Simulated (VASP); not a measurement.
A run of VASP 6.6.1:

The input INCAR:

```
SYSTEM = BaS
ALGO = Normal
EDIFF = 1E-6
ENCUT = 520
GGA = PE
ISIF = 2
ISMEAR = 0
LASPH = .TRUE.
LCHARG = .FALSE.
LREAL = .FALSE.
LWAVE = .FALSE.
NBANDS = 15
NELM = 100
PREC = Accurate
SIGMA = 0.01
```

KPOINTS

```
k-points
0
G
  4 4 4
  0 0 0
```

Contents of POSCAR:

```
BaS
1.0
    0.0000000000      3.1937500000      3.1937500000
    3.1937500000      0.0000000000      3.1937500000
    3.1937500000      3.1937500000      0.0000000000
Ba S
1 1
Direct
    0.0000000000      0.0000000000      0.0000000000
    0.5000000000      0.5000000000      0.5000000000
```

Potentials or basis: VASP PAW PBE potentials, release 64 (Ba_sv, S).

Command:

```sh
$ cat potpaw_PBE.64/Ba_sv/POTCAR potpaw_PBE.64/S/POTCAR > POTCAR
$ mpirun -np 1 vasp_std > vasp.out
```

Hardware: 1 thread of AMD EPYC 7R43 64-Core Processor (Zen 3), with other jobs on the host.

Task: How long does it take, and how much memory?

Result: Run time: 15 s on 1 thread of AMD EPYC 7R43 64-Core Processor (Zen 3), on a shared host, peak memory 0.16 GiB. Counts: scf iterations 13, k points 8.
